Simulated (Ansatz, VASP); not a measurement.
HfO2 in VASP and in Ansatz

Contents of INCAR:

```
PREC = Accurate ; ENCUT = 520
EDIFF = 1E-7 ; ISMEAR = -1
SIGMA = 0.05 ; LREAL = False
LASPH = True ; NELM = 100
ALGO = Normal ; ISIF = 2
LWAVE = False ; LCHARG = True
GGA = PE ; LELF = True
LVHAR = True ; NBANDS = 31
```

The input KPOINTS:

```
Automatic mesh
0
Gamma
  8 8 5
```

Contents of POSCAR:

```
HfO2
1.0
    3.5815830586      0.0000000000      0.0000000000
    0.0000000000      3.5815830586      0.0000000000
    0.0000000000      0.0000000000      5.2061129447
Hf O
2 4
Direct
    0.0000000000      0.0000000000      0.0000000000
    0.5000000000      0.5000000000      0.5000000000
    0.0000000000      0.5000000000      0.1972078800
    0.5000000000      0.0000000000      0.3027921200
    0.5000000000      0.0000000000      0.8027921200
    0.0000000000      0.5000000000      0.6972078800
```

input.yaml

```yaml
crystal:
  lattice:
    - [3.5815830586, 0.0, 0.0]
    - [0.0, 3.5815830586, 0.0]
    - [0.0, 0.0, 5.2061129447]
  atoms:
    - { symbol: Hf, position: [0.0, 0.0, 0.0] }
    - { symbol: Hf, position: [0.5, 0.5, 0.5] }
    - { symbol: O, position: [0.0, 0.5, 0.19720788] }
    - { symbol: O, position: [0.5, 0.0, 0.30279212] }
    - { symbol: O, position: [0.5, 0.0, 0.80279212] }
    - { symbol: O, position: [0.0, 0.5, 0.69720788] }
hamiltonian:
  xc: pbe
  pseudopotentials: { kind: paw }
kpoints:
  mp_grid: { grid: [8, 8, 5] }
scf:
  occupations: { method: fermi_dirac, width: 0.05 }
output:
  forces: true
  stress: true
  eigenvalues: true
```

Alike in both runs: task single point; functional PBE; k mesh 8 × 8 × 5; occupations fermi-dirac, width 0.05 eV; no spin polarisation.

|  | VASP | Ansatz |
| --- | --- | --- |
| version | VASP 6.6.1 | Ansatz 0.2.0 |
| potentials or method | VASP PAW PBE potentials, release 64 (Hf_pv, O) | Ansatz PAW |
| plane-wave cutoff (eV) | 520 | 420 |
| valence electrons in the cell | 44 | 76 |

|  | VASP | Ansatz | Ansatz less VASP |
| --- | --- | --- | --- |
| gap on the k mesh at the Fermi level (eV) | 4.68 | 4.70 | +0.018 |
| least direct gap on the mesh (eV) | 4.75 | 4.76 | +0.010 |
| pressure (GPa) | 1.4 | 4.7 | +3.34 |
| traceless stress, the component that is largest in VASP (GPa) | -0.08 | -0.17 | -0.095 |
| rms of the force components (eV/Å) | 0.006 | 0.015 | +0.0085 |

Atom by atom the forces differ by 0.021 eV/Å (rms over components). VASP's potentials hold 44 valence electrons a cell and Ansatz's 76, so a difference there can come from the potentials and not from the codes.

Spin-orbit coupling is off throughout. Noted on Ansatz's run: odd divisions of the mesh miss points on the zone boundary, where band edges often lie, so the gap on the mesh can be too wide.
